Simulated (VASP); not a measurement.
# AlRu (P4/mmm) in VASP: notebook

The runs below take AlRu through single point, with PBEsol.

Program: VASP 6.6.1. These are calculated values, not measurements. Logs are shortened: lines on timing, memory, paths and dates and some standing lists are left out, and cuts for length are marked.

### Step 1. The cell of the first run

It takes space group P4/mmm (No. 123, tetragonal). The conventional cell has a = 3.358 Å, b = 3.358 Å, c = 2.374 Å, α = 90.00°, β = 90.00°, γ = 90.00°. Within 3.1 Å of Al (site symmetry 4/mmm) lie 2 Al at 2.37 Å and 8 Ru at 2.65 Å. Within 3.1 Å of Ru (site symmetry 4/mmm) lie 2 Ru at 2.37 Å and 8 Al at 2.65 Å.

### Step 2. Single point, PBEsol

INCAR

```
SYSTEM = AlRu
ALGO = Fast
EDIFF = 1E-7
ENCUT = 520
GGA = PS
ISIF = 2
ISMEAR = 0
LASPH = .True.
LCHARG = .False.
LREAL = .False.
LWAVE = .False.
NBANDS = 16
NELM = 80
PREC = Accurate
SIGMA = 0.15
```

KPOINTS

```
k-points
0
Gamma
  18 18 18
  0 0 0
```

POSCAR

```
AlRu
1.0
    3.3581265107      0.0000000000      0.0000000000
    0.0000000000      3.3581265107      0.0000000000
    0.0000000000      0.0000000000      2.3741954431
Al Ru
1 1
Direct
    0.0000000000      0.0000000000      0.0000000000
    0.5000000000      0.5000000000      0.5000000000
```

Potentials or basis: VASP PAW PBE potentials, release 64 (Al, Ru_pv).

Command:

```
cat potpaw_PBE.64/Al/POTCAR potpaw_PBE.64/Ru_pv/POTCAR > POTCAR
mpirun -np 1 vasp_std > vasp.out
```

OUTCAR:

```text
SYSTEM = AlRu
   EDIFF = 1E-7
   ENCUT = 520
   GGA = PS
   ISIF = 2
   ISMEAR = 0
   LASPH = .True.
   LREAL = .False.
   NELM = 80
   PREC = Accurate

 ion  position               nearest neighbor table
   1  0.000  0.000  0.000-   2 2.65   2 2.65   2 2.65   2 2.65   2 2.65   2 2.65   2 2.65   2 2.65

   2  0.500  0.500  0.500-   1 2.65   1 2.65   1 2.65   1 2.65   1 2.65   1 2.65   1 2.65   1 2.65

  LATTYP: Found a simple tetragonal cell.
 ALAT       =     3.3581265107
 C/A-ratio  =     0.7070000000

  Lattice vectors:

 A1 = (   3.3581265107,   0.0000000000,   0.0000000000)
 A2 = (   0.0000000000,   3.3581265107,   0.0000000000)
 A3 = (   0.0000000000,   0.0000000000,   2.3741954431)

Analysis of symmetry for initial positions (statically):
=====================================================================
 Subroutine PRICEL returns:
 Original cell was already a primitive cell.

 Routine SETGRP: Setting up the symmetry group for a
 simple tetragonal supercell.

 Subroutine GETGRP returns: Found 16 space group operations
 (whereof 16 operations were pure point group operations)
 out of a pool of 16 trial point group operations.

The static configuration has the point symmetry D_4h.

Analysis of symmetry for dynamics (positions and initial velocities):
=====================================================================
 Subroutine PRICEL returns:
 Original cell was already a primitive cell.

 Routine SETGRP: Setting up the symmetry group for a
 simple tetragonal supercell.

 Subroutine GETGRP returns: Found 16 space group operations
 (whereof 16 operations were pure point group operations)
 out of a pool of 16 trial point group operations.

The dynamic configuration has the point symmetry D_4h.

 Subroutine INISYM returns: Found 16 space group operations
 (whereof 16 operations are pure point group operations),
 and found     1 'primitive' translations

----------------------------------------------------------------------------------------

                                     Primitive cell

  volume of cell :      26.7738

  direct lattice vectors                    reciprocal lattice vectors
     3.358126511  0.000000000  0.000000000     0.297785088  0.000000000  0.000000000
     0.000000000  3.358126511  0.000000000     0.000000000  0.297785088  0.000000000
     0.000000000  0.000000000  2.374195443     0.000000000  0.000000000  0.421195316

  length of vectors
     3.358126511  3.358126511  2.374195443     0.297785088  0.297785088  0.421195316

  position of ions in fractional coordinates (direct lattice)
     0.000000000  0.000000000  0.000000000
     0.500000000  0.500000000  0.500000000

  ion indices of the primitive-cell ions
   primitive index   ion index
                 1           1
                 2           2

----------------------------------------------------------------------------------------

 KPOINTS: k-points

Automatic generation of k-mesh.
 Grid dimensions read from file:
 generate k-points for:   18   18   18

 Generating k-lattice:

  Cartesian coordinates                     Fractional coordinates (reciprocal lattice)
     0.016543616  0.000000000  0.000000000     0.055555556  0.000000000  0.000000000
     0.000000000  0.016543616  0.000000000     0.000000000  0.055555556  0.000000000
     0.000000000  0.000000000  0.023399740     0.000000000  0.000000000  0.055555556

  Length of vectors
     0.016543616  0.016543616  0.023399740

  Shift w.r.t. Gamma in fractional coordinates (k-lattice)
     0.000000000  0.000000000  0.000000000

 Subroutine IBZKPT returns following result:
 ===========================================

 Found    550 irreducible k-points:

 Following reciprocal coordinates:
            Coordinates               Weight
  0.000000  0.000000  0.000000      1.000000
  0.055556  0.000000  0.000000      4.000000
  0.111111  0.000000  0.000000      4.000000
  0.166667  0.000000  0.000000      4.000000
  0.222222  0.000000  0.000000      4.000000
  0.277778  0.000000  0.000000      4.000000
[... 16 lines left out ...]
  0.277778  0.111111  0.000000      8.000000
  0.333333  0.111111  0.000000      8.000000
 [... further k-points ...]
   k-points           NKPTS =    550   k-points in BZ     NKDIM =    550   number of bands    NBANDS=     16
   number of dos      NEDOS =    301   number of ions     NIONS =      2
   total plane-waves  NPLWV =  14112
   dimension x,y,z NGX =    28 NGY =   28 NGZ =   18
   dimension x,y,z NGXF=    56 NGYF=   56 NGZF=   36
   ions per type =               1   1
   NGX,Y,Z   is equivalent  to a cutoff of  13.86, 13.86, 12.60 a.u.
   NGXF,Y,Z  is equivalent  to a cutoff of  27.72, 27.72, 25.21 a.u.
 SYSTEM =  AlRu
   PREC   = accura    normal or accurate (medium, high low for compatibility)
   ISTART =      0    job   : 0-new  1-cont  2-samecut
   ICHARG =      2    charge: 1-file 2-atom 10-const
   ISPIN  =      1    spin polarized calculation?
   LNONCOLLINEAR =      F non collinear calculations
   LSORBIT =      F    spin-orbit coupling
   LASPH  =      T    aspherical Exc in radial PAW
   ENCUT  =  520.0 eV  38.22 Ry    6.18 a.u.   6.24  6.24  4.41*2*pi/ulx,y,z
   NELM   =     80;   NELMIN=  2; NELMDL= -5     # of ELM steps
   EDIFF  = 0.1E-06   stopping-criterion for ELM
   LREAL  =      F    real-space projection
   EDIFFG = 0.1E-05   stopping-criterion for IOM
   NSW    =      0    number of steps for IOM
   IBRION =     -1    ionic relax: 0-MD 1-quasi-New 2-CG
   NFREE  =      0    steps in history (QN), initial steepest desc. (CG)
   ISIF   =      2    stress and relaxation
   ISYM   =      2    0-nonsym 1-usesym 2-fastsym
   POTIM  = 0.5000    time-step for ionic-motion
   TEBEG  =    0.0;   TEEND  =   0.0 temperature during run
   PSTRESS=    0.0 pullay stress
   NELECT =      17.0000    total number of electrons
   NUPDOWN=      -1.0000    fix difference up-down
   EMIN   =  10.00;   EMAX   =-10.00  energy-range for DOS
   EFERMI =   0.00;   METHOD = LEGACY
   ISMEAR =     0;   SIGMA  =   0.15  broadening in eV -4-tet -1-fermi 0-gaus
   EFERMI_NEDOS =   21; number of points for ismear=-14 and -15
   IALGO  =     68    algorithm
   IMIX   =      4    mixing-type and parameters
     AMIX     =   0.40;   BMIX     =  1.00
     AMIX_MAG =   1.60;   BMIX_MAG =  1.00
  volume/ion in A,a.u.               =      13.39        90.34
  Fermi-wavevector in a.u.,A,eV,Ry     =   1.407087  2.659009 26.938090  1.979894
  Thomas-Fermi vector in A             =   2.529382
   LORBIT       =      0    0 simple, 1 ext, 2 COOP (PROOUT), +10 PAW based schemes
   GGA     = PS    functional components
   LHFCALC =     F    Hartree Fock is set to
   AEXX    =    0.0000 exact exchange contribution
   IVDW    =     0    specifies the selected vdW correction
   LEPSILON=     F    determine dielectric tensor
   LRPA    =     F    only Hartree local field effects (RPA)
 non-spin polarized calculation
 RMM-DIIS sequential band-by-band and
 Gauss-broadening in eV      SIGMA  =   0.15
  energy-cutoff  :      520.00
  volume of cell :       26.77
 maximum number of plane-waves:       742
 NGX is ok and might be reduce to    28
   NGX = 13   NGY = 13   NGZ =  9

 number of electron      16.9999999 magnetization

 Free energy of the ion-electron system (eV)
  ---------------------------------------------------
  ext. energy  EPLUGINS =         0.00000000
  ---------------------------------------------------
  free energy    TOTEN  =       -14.05833958 eV

  energy without entropy =      -14.04027392  energy(sigma->0) =      -14.04930675

 E-fermi :  11.4416     XC(G=0): -12.6511

 val. band max:       11.4413309475   @ k =   0.3889   0.2778   0.3333
 cond. band min:      11.4449317788   @ k =   0.5000   0.3889   0.3333
 fundamental gap:      0.0036008312
 Fermi energy:        11.4416027997

 k-point     1 :       0.0000    0.0000    0.0000
  band No.  band energies     occupation
      1     -31.1765      2.00000
      2     -31.1765      2.00000
      3     -30.5569      2.00000
      4       0.8266      2.00000
      5       6.0338      2.00000
      6       6.9356      2.00000
[... 8 lines left out ...]
     15      25.8807      0.00000
     16      27.0798      0.00000

 k-point     2 :       0.0556    0.0000    0.0000
  band No.  band energies     occupation
      1     -31.1785      2.00000
      2     -31.1763      2.00000
      3     -30.5568      2.00000
      4       0.8735      2.00000
      5       6.0360      2.00000
      6       6.9397      2.00000
[... 8 lines left out ...]
     15      25.9364      0.00000
     16      26.7349      0.00000

 k-point     3 :       0.1111    0.0000    0.0000
  band No.  band energies     occupation
      1     -31.1844      2.00000
      2     -31.1759      2.00000
      3     -30.5566      2.00000
      4       1.0136      2.00000
      5       6.0410      2.00000
      6       6.9436      2.00000
[... 8 lines left out ...]
     15      25.9907      0.00000
     16      26.1014      0.00000

 k-point     4 :       0.1667    0.0000    0.0000
  band No.  band energies     occupation
      1     -31.1934      2.00000
      2     -31.1752      2.00000
      3     -30.5562      2.00000
      4       1.2438      2.00000
      5       6.0435      2.00000
      6       6.9226      2.00000
[... 8 lines left out ...]
     15      25.1187      0.00000
     16      26.3689      0.00000

 k-point     5 :       0.2222    0.0000    0.0000
  band No.  band energies     occupation
      1     -31.2043      2.00000
      2     -31.1743      2.00000
      3     -30.5558      2.00000
      4       1.5590      2.00000
      5       6.0300      2.00000
      6       6.8412      2.00000
[... 8 lines left out ...]
     15      24.2044      0.00000
     16      26.6870      0.00000

 k-point     6 :       0.2778    0.0000    0.0000
  band No.  band energies     occupation
      1     -31.2160      2.00000
      2     -31.1734      2.00000
      3     -30.5553      2.00000
      4       1.9524      2.00000
      5       5.9649      2.00000
      6       6.6844      2.00000
[... 8 lines left out ...]
     15      23.2790      0.00000
     16      26.5442      0.00000

 k-point     7 :       0.3333    0.0000    0.0000
  band No.  band energies     occupation
      1     -31.2269      2.00000
      2     -31.1725      2.00000
      3     -30.5549      2.00000
      4       2.4138      2.00000
      5       5.7627      2.00000
      6       6.5176      2.00000
[... 8 lines left out ...]
     15      23.8033      0.00000
     16      26.5646      0.00000

 k-point     8 :       0.3889    0.0000    0.0000
  band No.  band energies     occupation
      1     -31.2358      2.00000
      2     -31.1718      2.00000
      3     -30.5546      2.00000
      4       2.9278      2.00000
      5       5.3652      2.00000
      6       6.4283      2.00000
[... 8 lines left out ...]
     15      24.3355      0.00000
     16      26.5925      0.00000

 k-point     9 :       0.4444    0.0000    0.0000
  band No.  band energies     occupation
      1     -31.2415      2.00000
      2     -31.1713      2.00000
      3     -30.5543      2.00000
      4       3.4593      2.00000
      5       4.8617      2.00000
      6       6.3975      2.00000
[... 8 lines left out ...]
     15      24.6436      0.00000
     16      26.6045      0.00000
[... 172 lines left out ...]
 k-point    19 :       0.5000    0.0556    0.0000
  band No.  band energies     occupation
      1     -31.2433      2.00000
      2     -31.1731      2.00000
      3     -30.5542      2.00000
      4       3.7942      2.00000
      5       4.5721      2.00000
      6       6.4009      2.00000
[... 8 lines left out ...]
     15      24.7851      0.00000
     16      26.8615      0.00000

 k-point    20 :       0.1111    0.1111    0.0000
  band No.  band energies     occupation
      1     -31.1841      2.00000
      2     -31.1833      2.00000
      3     -30.5563      2.00000
      4       1.1956      2.00000
      5       6.0472      2.00000
      6       6.9792      2.00000
[... 8 lines left out ...]
     15      24.7405      0.00000
     16      26.3196      0.00000

 k-point    21 :       0.1667    0.1111    0.0000
  band No.  band energies     occupation
      1     -31.1927      2.00000
      2     -31.1829      2.00000
      3     -30.5559      2.00000
      4       1.4190      2.00000
      5       6.0483      2.00000
      6       6.9900      2.00000
[... 8 lines left out ...]
     15      24.0600      0.00000
     16      26.5841      0.00000

 k-point    22 :       0.2222    0.1111    0.0000
  band No.  band energies     occupation
      1     -31.2035      2.00000
      2     -31.1820      2.00000
      3     -30.5555      2.00000
      4       1.7239      2.00000
      5       6.0332      2.00000
      6       6.9374      2.00000
[... 8 lines left out ...]
     15      23.5001      0.00000
     16      26.9398      0.00000

 k-point    23 :       0.2778    0.1111    0.0000
  band No.  band energies     occupation
      1     -31.2151      2.00000
      2     -31.1810      2.00000
      3     -30.5550      2.00000
      4       2.1021      2.00000
      5       5.9692      2.00000
      6       6.7835      2.00000
[... 8 lines left out ...]
     15      23.4117      0.00000
     16      27.3753      0.00000

 k-point    24 :       0.3333    0.1111    0.0000
  band No.  band energies     occupation
      1     -31.2259      2.00000
      2     -31.1801      2.00000
      3     -30.5546      2.00000
      4       2.5417      2.00000
      5       5.7830      2.00000
      6       6.5963      2.00000
[... 8 lines left out ...]
     15      23.9504      0.00000
     16      27.8409      0.00000

 [... further k-points ...]
[... 5 lines left out ...]
  --------------------------------------------------------------------------------------
  -------------------------------------------------------------------------------------
  Total       -1.3177246     -1.3177246     11.2980158      0.0000000     -0.0000000      0.0000000
  in kB      -78.8541667    -78.8541667    676.0863796      0.0000000     -0.0000000      0.0000000
  external PRESSURE =     172.7926821 kB  Pullay stress =       0.0000000 kB

 VOLUME and BASIS-vectors are now :
 -----------------------------------------------------------------------------
  energy-cutoff  :      520.00
  volume of cell :       26.77
      direct lattice vectors                 reciprocal lattice vectors
     3.358126511  0.000000000  0.000000000     0.297785088  0.000000000  0.000000000
     0.000000000  3.358126511  0.000000000     0.000000000  0.297785088  0.000000000
     0.000000000  0.000000000  2.374195443     0.000000000  0.000000000  0.421195316

 POSITION                                       TOTAL-FORCE (eV/Angst)
 -----------------------------------------------------------------------------------
      0.00000      0.00000      0.00000         0.000000      0.000000      0.000000
      1.67906      1.67906      1.18710         0.000000      0.000000      0.000000
 -----------------------------------------------------------------------------------
    total drift:                                0.000000      0.000000      0.000000

  FREE ENERGIE OF THE ION-ELECTRON SYSTEM (eV)
  ---------------------------------------------------
  free  energy   TOTEN  =       -14.0583395800 eV

  energy  without entropy=      -14.0402739222  energy(sigma->0) =      -14.04930675
```

It took 99 s on 1 thread of Intel Xeon 6975P-C (Granite Rapids), shared host; peak memory 0.33 GiB.

Results:

- Free energy: -14.0583 eV
- Pressure: 17.3 GPa

Levels at points of the mesh, in eV from the Fermi level:
| k point | band 5 | band 6 | band 7 | band 8 | band 9 | band 10 | band 11 | band 12 | band 13 | band 14 |
| --- | --- | --- | --- | --- | --- | --- | --- | --- | --- | --- |
| (0.00, 0.00, 0.00) | -5.41 | -4.51 | -2.05 | 1.00 | 1.00 | 1.91 | 1.91 | 6.50 | 9.87 | 11.13 |
| (0.50, 0.00, 0.00) | -6.92 | -5.05 | -3.71 | -0.37 | 0.61 | 1.06 | 5.16 | 7.11 | 8.83 | 11.13 |
| (0.50, 0.50, 0.00) | -5.41 | -3.44 | -3.44 | -0.57 | 0.67 | 0.67 | 1.08 | 2.99 | 11.13 | 15.09 |
| (0.00, 0.00, 0.50) | -4.21 | -4.21 | -3.30 | -2.27 | -0.80 | 4.68 | 7.22 | 7.80 | 7.80 | 11.11 |
| (0.50, 0.00, 0.50) | -3.99 | -2.82 | -2.38 | -1.92 | 0.22 | 0.71 | 5.28 | 7.92 | 8.28 | 12.07 |
| (0.50, 0.50, 0.50) | -5.79 | -4.63 | 0.17 | 1.75 | 2.41 | 3.16 | 3.16 | 4.54 | 5.43 | 8.21 |

Caveat: the PAW data sets were made with another functional, which shifts forces and pressure a little.

(Part 1 of 2 ends here.)
